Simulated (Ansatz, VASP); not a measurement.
One calculation of B, two programs

```
CELL_PARAMETERS angstrom
2.43048 1.40324 4.15425
-2.43048 1.40324 4.15425
0.00000 -2.80647 4.15425
ATOMIC_POSITIONS crystal
B 0.01060 0.65357 0.01060
B 0.01060 0.01060 0.65357
B 0.65357 0.01060 0.01060
B 0.98940 0.34643 0.98940
B 0.34643 0.98940 0.98940
B 0.98940 0.98940 0.34643
B 0.22190 0.62942 0.22190
B 0.22190 0.22190 0.62942
B 0.62942 0.22190 0.22190
B 0.77810 0.37058 0.77810
B 0.37058 0.77810 0.77810
B 0.77810 0.77810 0.37058
```

Alike in both runs: functional PBE; dispersion D3(BJ); k mesh 9 × 9 × 9; occupations gaussian, width 0.02 eV; no spin polarisation.

Ansatz relaxed the structure, and its values are those at the end. VASP's run is a single point on that final structure, the one shown.

|  | VASP | Ansatz |
| --- | --- | --- |
| version | VASP 6.6.1 | Ansatz 0.2.0 |
| potentials or method | VASP PAW PBE potentials, release 64 (B), cutoff 520 eV | scalar-relativistic, plane waves, PAW |
| valence electrons in the cell | 36 | 36 |

|  | VASP | Ansatz | Ansatz less VASP |
| --- | --- | --- | --- |
| gap on the k mesh at the Fermi level (eV) | 1.38 | 1.39 | +0.003 |
| least direct gap on the mesh (eV) | 1.71 | 1.72 | +0.003 |
| pressure (GPa) | 0.1 | 0.0 | -0.09 |
| rms of the force components (eV/Å) | 0.008 | 0.001 | -0.0072 |
